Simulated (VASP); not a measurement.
# Al3Cu2 (P-1) in VASP: single point with LDA

Aim: the single point of Al3Cu2 with LDA.

All numbers are computed with VASP 6.6.1; they aren't measurements. Logs are shortened: lines on timing, memory, paths and dates and some standing lists are left out, and cuts for length are marked.

## Step 1: The cell of the first run

The typed cell holds 5 atoms: a = 4.103 Å, b = 4.103 Å, c = 4.817 Å, α = 90.00°, β = 90.00°, γ = 120.00°.

## Step 2: Single point, LDA (atoms displaced along a vibrational mode, the cell strained)

Contents of INCAR:

```
SYSTEM = Al3Cu2
PREC = Accurate
ENCUT = 520
EDIFF = 1E-6
ISMEAR = 0
SIGMA = 0.15
LREAL = .False.
LASPH = .True.
NELM = 60
ALGO = Fast
ISIF = 2
LWAVE = .False.
LCHARG = .False.
NBANDS = 24
```

Contents of KPOINTS:

```
Automatic mesh
0
Gamma
  12 12 8
  0 0 0
```

Contents of POSCAR:

```
Al3Cu2
1.0
    4.1029648401      0.0000000000      0.0000000000
   -2.0514824200      3.5532717824      0.0000000000
    0.0000000000      0.0000000000      4.8166428933
Al Cu
3 2
Direct
    0.0000000000      0.0000000000      0.0000000000
    0.3394515450      0.6666666667      0.3508928116
    0.6605484550      0.3333333333      0.6491071884
    0.3231748305      0.6666666667      0.8415870660
    0.6768251695      0.3333333333      0.1584129340
```

Potentials or basis: VASP PAW LDA potentials, release 64 (Al, Cu).

Started as:

```console
$ cat potpaw_LDA.64/Al/POTCAR potpaw_LDA.64/Cu/POTCAR > POTCAR
$ mpirun -np 1 vasp_std > vasp.out
```

OUTCAR:

```text
SYSTEM = Al3Cu2
   PREC = Accurate
   ENCUT = 520
   EDIFF = 1E-6
   ISMEAR = 0
   LREAL = .False.
   LASPH = .True.
   NELM = 60
   ISIF = 2

 ion  position               nearest neighbor table
   1  0.000  0.000  0.000-   4 2.45   5 2.45   4 2.49   5 2.49   5 2.52   4 2.52   2 2.89   3 2.89
                             3 2.91   2 2.91   2 2.93   3 2.93
   2  0.339  0.667  0.351-   4 2.36   4 2.45   5 2.53   5 2.54   5 2.56   3 2.73   3 2.77   3 2.81
                             1 2.89   1 2.91   1 2.93
   3  0.661  0.333  0.649-   5 2.36   5 2.45   4 2.53   4 2.54   4 2.56   2 2.73   2 2.77   2 2.81
                             1 2.89   1 2.91   1 2.93
   4  0.323  0.667  0.842-   2 2.36   2 2.45   1 2.45   1 2.49   1 2.52   3 2.53   3 2.54   3 2.56
                             5 2.76
   5  0.677  0.333  0.158-   3 2.36   3 2.45   1 2.45   1 2.49   1 2.52   2 2.53   2 2.54   2 2.56
                             4 2.76

  LATTYP: Found a hexagonal cell.
 ALAT       =     4.1029648401
 C/A-ratio  =     1.1739420348

  Lattice vectors:

 A1 = (   4.1029648401,   0.0000000000,   0.0000000000)
 A2 = (  -2.0514824200,   3.5532717824,   0.0000000000)
 A3 = (   0.0000000000,   0.0000000000,   4.8166428933)

Analysis of symmetry for initial positions (statically):
=====================================================================
 Subroutine PRICEL returns:
 Original cell was already a primitive cell.

 Routine SETGRP: Setting up the symmetry group for a
 hexagonal supercell.

 Subroutine GETGRP returns: Found  2 space group operations
 (whereof  2 operations were pure point group operations)
 out of a pool of 24 trial point group operations.

The static configuration has the point symmetry S_2 .

Analysis of symmetry for dynamics (positions and initial velocities):
=====================================================================
 Subroutine PRICEL returns:
 Original cell was already a primitive cell.

 Routine SETGRP: Setting up the symmetry group for a
 hexagonal supercell.

 Subroutine GETGRP returns: Found  2 space group operations
 (whereof  2 operations were pure point group operations)
 out of a pool of 24 trial point group operations.

The dynamic configuration has the point symmetry S_2 .

 Subroutine INISYM returns: Found  2 space group operations
 (whereof  2 operations are pure point group operations),
[... 101 lines left out ...]
   NELM   =     60;   NELMIN=  2; NELMDL= -5     # of ELM steps
   EDIFF  = 0.1E-05   stopping-criterion for ELM
   LREAL  =      F    real-space projection
   EDIFFG = 0.1E-04   stopping-criterion for IOM
   NSW    =      0    number of steps for IOM
   IBRION =     -1    ionic relax: 0-MD 1-quasi-New 2-CG
   NFREE  =      0    steps in history (QN), initial steepest desc. (CG)
   ISIF   =      2    stress and relaxation
   ISYM   =      2    0-nonsym 1-usesym 2-fastsym
   POTIM  = 0.5000    time-step for ionic-motion
   TEBEG  =    0.0;   TEEND  =   0.0 temperature during run
   PSTRESS=    0.0 pullay stress
   NELECT =      31.0000    total number of electrons
   NUPDOWN=      -1.0000    fix difference up-down
   EMIN   =  10.00;   EMAX   =-10.00  energy-range for DOS
   EFERMI =   0.00;   METHOD = LEGACY
   ISMEAR =     0;   SIGMA  =   0.15  broadening in eV -4-tet -1-fermi 0-gaus
   EFERMI_NEDOS =   21; number of points for ismear=-14 and -15
   IALGO  =     68    algorithm
   IMIX   =      4    mixing-type and parameters
     AMIX     =   0.40;   BMIX     =  1.00
     AMIX_MAG =   1.60;   BMIX_MAG =  1.00
  volume/ion in A,a.u.               =      14.04        94.78
  Fermi-wavevector in a.u.,A,eV,Ry     =   1.246537  2.355613 21.141474  1.553854
  Thomas-Fermi vector in A             =   2.380710
   LORBIT       =      0    0 simple, 1 ext, 2 COOP (PROOUT), +10 PAW based schemes
   GGA     = CA    functional components
   LHFCALC =     F    Hartree Fock is set to
   AEXX    =    0.0000 exact exchange contribution
   IVDW    =     0    specifies the selected vdW correction
   LEPSILON=     F    determine dielectric tensor
   LRPA    =     F    only Hartree local field effects (RPA)
 non-spin polarized calculation
 RMM-DIIS sequential band-by-band and
 Gauss-broadening in eV      SIGMA  =   0.15
  energy-cutoff  :      520.00
  volume of cell :       70.22
 maximum number of plane-waves:      1918
   NGX = 15   NGY = 15   NGZ = 17

 number of electron      30.9999991 magnetization

 Free energy of the ion-electron system (eV)
  ---------------------------------------------------
  ext. energy  EPLUGINS =         0.00000000
  ---------------------------------------------------
  free energy    TOTEN  =       -22.87463031 eV

  energy without entropy =      -22.85971360  energy(sigma->0) =      -22.86717195

 E-fermi :   8.5774     XC(G=0): -11.3179

 val. band max:        8.5769738722   @ k =  -0.0833   0.0833   0.5000
 cond. band min:       8.5818254019   @ k =   0.0000   0.0000   0.2500
 fundamental gap:      0.0048515297
 Fermi energy:         8.5774130433

 k-point     1 :       0.0000    0.0000    0.0000
  band No.  band energies     occupation
      1      -2.9169      2.00000
      2       2.0216      2.00000
      3       2.6240      2.00000
      4       2.9794      2.00000
      5       2.9927      2.00000
      6       3.3198      2.00000
[... 637 lines left out ...]
     23      14.4351      0.00000
     24      14.7502      0.00000

 [... further k-points ...]

------------------------ aborting loop because EDIFF is reached ----------------------------------------

  FORCE on cell =-STRESS in cart. coord.  units (eV):
  Direction    XX          YY          ZZ          XY          YZ          ZX
  --------------------------------------------------------------------------------------
  -------------------------------------------------------------------------------------
  Total       -0.7723598     -0.8567106      2.5363088     -0.2770867     -0.0038415      0.1038864
  in kB      -17.6221777    -19.5467261     57.8684742     -6.3220151     -0.0876469      2.3702732
  external PRESSURE =       6.8998568 kB  Pullay stress =       0.0000000 kB

 VOLUME and BASIS-vectors are now :
 -----------------------------------------------------------------------------
  energy-cutoff  :      520.00
  volume of cell :       70.22
      direct lattice vectors                 reciprocal lattice vectors
     4.102964840  0.000000000  0.000000000     0.243726193  0.140715383  0.000000000
    -2.051482420  3.553271782  0.000000000     0.000000000  0.281430766  0.000000000
     0.000000000  0.000000000  4.816642893     0.000000000  0.000000000  0.207613481

 POSITION                                       TOTAL-FORCE (eV/Angst)
 -----------------------------------------------------------------------------------
      0.00000      0.00000      0.00000         0.000000      0.000000      0.000000
      0.02510      2.36885      1.69013        -0.025313      0.006741     -0.018524
      2.02638      1.18442      3.12652         0.025313     -0.006741      0.018524
     -0.04168      2.36885      4.05362         0.127516     -0.001760      0.134995
      2.09316      1.18442      0.76302        -0.127516      0.001760     -0.134995
 -----------------------------------------------------------------------------------
    total drift:                               -0.000000      0.000000      0.000000

  FREE ENERGIE OF THE ION-ELECTRON SYSTEM (eV)
  ---------------------------------------------------
  free  energy   TOTEN  =       -22.8746303055 eV

  energy  without entropy=      -22.8597135972  energy(sigma->0) =      -22.86717195
```

stdout:

```text
POSCAR found type information on POSCAR AlCu
 POSCAR found :  2 types and       5 ions
 scaLAPACK will be used
 LDA part: xc-table for (Slater(with rela. corr.)+CA(PZ))
 , standard interpolation
 POSCAR, INCAR and KPOINTS ok, starting setup
 FFT: planning ... GRIDC
 FFT: planning ... GRID_SOFT
 FFT: planning ... GRID
 WAVECAR not read
 entering main loop
WARNING in EDDRMM: call to ZHEGV failed, returncode =   6  3     24
WARNING in EDDRMM: call to ZHEGV failed, returncode =   8  4     24
```

It took 8.5 min on 1 thread of Intel Xeon 6975P-C (Granite Rapids), shared host; peak memory 0.81 GiB.

What came out:

- Free energy: -22.8746 eV
- Pressure: 0.7 GPa
- Largest force: 0.186 eV/Å
- Band gap on the k mesh: zero (an odd number of electrons rules out a gap without spin polarisation)

Forces on the atoms (eV/Å):
```
Al   0.000  0.000  0.000
Al  -0.025  0.007 -0.019
Al   0.025 -0.007  0.019
Cu   0.128 -0.002  0.135
Cu  -0.128  0.002 -0.135
```

Stress tensor (GPa, compression positive):
```
-1.76 -0.63  0.24
-0.63 -1.95 -0.01
 0.24 -0.01  5.79
```

Caveat: the cell differs from its parent crystal (atoms displaced along a vibrational mode, the cell strained).
